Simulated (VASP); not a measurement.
Input of a VASP 6.6.1 run:

The input POSCAR:

```
AgRh
1.0
    2.7775881998      0.0000000000      0.0000000000
   -1.3887940999      2.4054619423      0.0000000000
    0.0000000000      0.0000000000      4.8086020000
Ag Rh
1 1
Direct
    0.0000000000      0.0000000000      0.5000000000
    0.6666666667      0.3333333333      0.0000000000
```

INCAR.step1

```
ALGO = Normal
EDIFF = 1E-4
ENCUT = 520
GGA = PE
ISMEAR = -1
LASPH = T
LCHARG = F
LREAL = F
LWAVE = T
NBANDS = 20
NELM = 100
PREC = Accurate
SIGMA = 0.05
```

Contents of INCAR.step2:

```
ALGO = Normal
EDIFF = 1E-6
ENCUT = 520
ISIF = 2
ISMEAR = -1
ISTART = 1
LASPH = T
LCHARG = F
LMIXTAU = T
LREAL = F
LWAVE = F
METAGGA = R2SCAN
NBANDS = 20
NELM = 100
PREC = Accurate
SIGMA = 0.05
```

The input KPOINTS:

```
k-points
0
Gamma
  11 11 6
```

Potentials or basis: VASP PAW PBE potentials, release 64 (Ag, Rh_pv).

The run is started by

```sh
$ cat potpaw_PBE.64/Ag/POTCAR potpaw_PBE.64/Rh_pv/POTCAR > POTCAR
$ cp INCAR.step1 INCAR
$ mpirun -np 1 vasp_std > vasp.out
$ cp INCAR.step2 INCAR
$ mpirun -np 1 vasp_std > vasp.out
```

(1) Estimate the pressure.

(2) What does it give for the band gap on the k mesh?

Answers

(1) -6.1 GPa.

(2) zero (bands 13 and 14 overlap by 1.39 eV).

Caveat: the cell stands under tension; the PAW data sets were made with another functional, which shifts forces and pressure a little.
